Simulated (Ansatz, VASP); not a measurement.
# One calculation of Rh, two programs

```xyz
2
Lattice="2.6825 0.0000 0.0000 -1.3413 2.3231 0.0000 0.0000 0.0000 4.3383" Properties=species:S:1:pos:R:3 pbc="T T T"
Rh    1.3413    0.7744    3.2537
Rh    0.0000    1.5488    1.0846
```

Alike in both runs: task relaxation of cell and atoms; functional PBEsol; k mesh 18 × 18 × 10; occupations gaussian, width 0.1 eV; no spin polarisation.

```csv
,VASP,Ansatz
version,VASP 6.6.1,Ansatz 0.2.0
potentials or method,"VASP PAW PBE potentials, release 64 (Rh_pv), cutoff 600 eV","scalar-relativistic, plane waves, PAW"
valence electrons in the cell,30,34
```

Ansatz gave:

```
gap on the k mesh at the Fermi level, each at its own relaxed structure (eV) : none
relaxed volume (Å³/atom)                                                     : 13.55
relaxed length of the cell vector where the two differ most in proportion (Å)              : 4.329
```

What did VASP give for the same quantities?

gap on the k mesh at the Fermi level, each at its own relaxed structure (eV): none; relaxed volume (Å³/atom): 13.54; relaxed length of the cell vector where the two differ most in proportion (Å): 4.328.

VASP's potentials were made for PBE, not for PBEsol, and Ansatz warns of the same on its side. A gap of «none» marks a metal or a gap that the smearing closes. VASP's potentials hold 30 valence electrons a cell and Ansatz's 34, so a difference there can come from the potentials and not from the codes.
